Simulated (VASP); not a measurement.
**SiNi: relaxation of cell and atoms with PBEsol**

SiNi:

```xyz
4
Lattice="2.9850 0.0000 0.0000 0.0000 3.2240 0.0000 0.0000 0.0000 4.6572" Properties=species:S:1:pos:R:3 pbc="T T T"
Si    1.4925    1.6120    3.9242
Si    0.0000    0.0000    0.7330
Ni    1.4925    1.6120    1.5988
Ni    0.0000    0.0000    3.0584
```

```yaml
Program: VASP 6.6.1
Task: relaxation of cell and atoms
Functional: PBEsol
Potentials_or_basis: VASP PAW PBE potentials, release 64 (Si, Ni)
Cutoff: 600 eV
k_mesh: 14 × 12 × 10
Occupations: gaussian, width 0.1 eV
Spin: no spin polarisation
Target_pressure: 1 GPa
Dipole_correction: no
Further_INCAR_settings: ALGO = Normal; EDIFF = 1e-06; IBRION = 2; EDIFFG = -0.008; NSW = 70; ISIF = 3
```

```yaml
Relaxed_volume: 11.27 Å³/atom
Relaxed_cell: a = 2.986 Å, b = 3.230 Å, c = 4.672 Å, α = 90.00°, β = 90.00°, γ = 90.00°
Space_group_after_relaxing_to_0.05_Å: Pmmn (No. 59)
Energy_change_on_relaxing_the_enthalpy_is_what_falls: -0.7 meV/atom
Ionic_steps: 9
Pressure_after_relaxing: 1.0 GPa
Band_gap_on_the_k_mesh: zero (band 14 reaches 13.63 eV, above the bottom of band 15 at 11.22 eV)
```

Forces on the atoms (eV/Å):
```
Si   0.000  0.000 -0.002
Si   0.000  0.000  0.002
Ni   0.000  0.000 -0.002
Ni   0.000  0.000  0.002
```

Stress tensor (GPa, compression positive):
```
0.96 0.00 0.00
0.00 1.09 0.00
0.00 0.00 0.96
```

Step by step:
```
step  energy change (eV)  largest force (eV/Å)  pressure (GPa)  volume (Å³)
   1              0.0000                0.0374            2.21        44.82
   2             -0.0031                0.0302           -0.44        45.37
   3             -0.0027                0.0053            0.94        45.07
   4             -0.0027                0.0061            0.93        45.07
   5             -0.0016                0.0217            1.60        44.94
   6             -0.0026                0.0070            1.04        45.06
   7             -0.0026                0.0025            1.08        45.06
   8             -0.0026                0.0024            1.11        45.05
   9             -0.0027                0.0025            1.00        45.07
```

Final structure:
```xyz
4
Lattice="2.9858 0.0000 0.0000 0.0000 3.2302 0.0000 0.0000 0.0000 4.6725" Properties=species:S:1:pos:R:3 pbc="T T T"
Si    1.4929    1.6151    3.9378
Si    0.0000    0.0000    0.7347
Ni    1.4929    1.6151    1.6054
Ni    0.0000    0.0000    3.0671
```

Levels at points of the mesh, in eV from the Fermi level:
| k point | band 12 | band 13 | band 14 | band 15 | band 16 | band 17 |
| --- | --- | --- | --- | --- | --- | --- |
| (0.00, 0.00, 0.00) | -2.06 | -2.01 | -1.06 | 0.85 | 3.13 | 5.20 |
| (0.50, 0.00, 0.00) | -2.59 | -1.68 | -1.68 | 1.72 | 1.72 | 3.65 |
| (0.00, 0.50, 0.00) | -2.32 | -2.13 | -2.13 | 1.27 | 1.27 | 4.77 |
| (0.50, 0.50, 0.00) | -2.04 | -1.67 | -1.67 | 1.61 | 1.61 | 2.01 |
| (0.00, 0.00, 0.50) | -2.11 | 1.32 | 1.98 | 2.06 | 2.64 | 2.77 |
| (0.50, 0.00, 0.50) | -2.23 | -1.50 | -1.50 | 3.88 | 3.88 | 5.44 |
| (0.00, 0.50, 0.50) | -2.08 | -1.98 | -1.98 | 5.17 | 5.17 | 5.31 |
| (0.50, 0.50, 0.50) | -2.06 | -1.61 | -1.61 | -0.40 | -0.40 | 1.06 |

It took 16 min on 1 thread of Intel(R) Xeon(R) Platinum 8259CL CPU @ 2.50GHz (Skylake/Cascade Lake) (shared host), peak memory 0.43 GiB.

Caveat: the cell is relaxed towards a set pressure, so the enthalpy falls and the energy may rise; the PAW data sets were made with another functional, which shifts forces and pressure a little. Spin polarisation is off, so any magnetic state and its effect on volume and gap are missing.
